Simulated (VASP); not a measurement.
A run of VASP 6.6.1 is set up as follows.

INCAR

```
ALGO = Normal
EDIFF = 1E-6
EDIFFG = -0.04
ENCUT = 600
GGA = PS
IBRION = 2
ISIF = 3
ISMEAR = 0
LASPH = True
LCHARG = False
LREAL = False
LWAVE = False
NELM = 80
NSW = 90
PREC = Accurate
SIGMA = 0.1
```

KPOINTS

```
k-points
0
Gamma
  6 6 6
```

The input POSCAR:

```
Zr
1.0
   -1.7653473798      1.7653473798      1.7653473798
    1.7653473798     -1.7653473798      1.7653473798
    1.7653473798      1.7653473798     -1.7653473798
Zr
1
Direct
    0.0000000000      0.0000000000      0.0000000000
```

Potentials or basis: VASP PAW PBE potentials, release 64 (Zr_sv).

The run is started by

```console
$ cat potpaw_PBE.64/Zr_sv/POTCAR > POTCAR
$ mpirun -np 1 vasp_std > vasp.out
```

Q: Predict the band gap on the k mesh.

A: Zero (band 6 reaches 10.52 eV, above the bottom of band 7 at 8.62 eV).

Q: Estimate the relaxed cell.

A: a = 3.043 Å, b = 3.043 Å, c = 3.043 Å, α = 109.47°, β = 109.47°, γ = 109.47°.

Q: Predict the space group after relaxing (to 0.05 Å).

A: Im-3m (No. 229).

Q: What does it give for the relaxed volume?

A: 21.70 Å³/atom.

Final structure:
```cif
data_structure
_symmetry_space_group_name_H-M 'P 1'
_symmetry_Int_Tables_number 1
_cell_length_a 3.0434
_cell_length_b 3.0434
_cell_length_c 3.0434
_cell_angle_alpha 109.471
_cell_angle_beta 109.471
_cell_angle_gamma 109.471
_cell_volume 21.70
loop_
_atom_site_label
_atom_site_type_symbol
_atom_site_fract_x
_atom_site_fract_y
_atom_site_fract_z
_atom_site_occupancy
Zr1 Zr 0.00000 0.00000 0.00000 1
```

Caveat: the k points lie up to 0.42 Å⁻¹ apart in the final cell; the PAW data sets were made with another functional, which shifts forces and pressure a little.
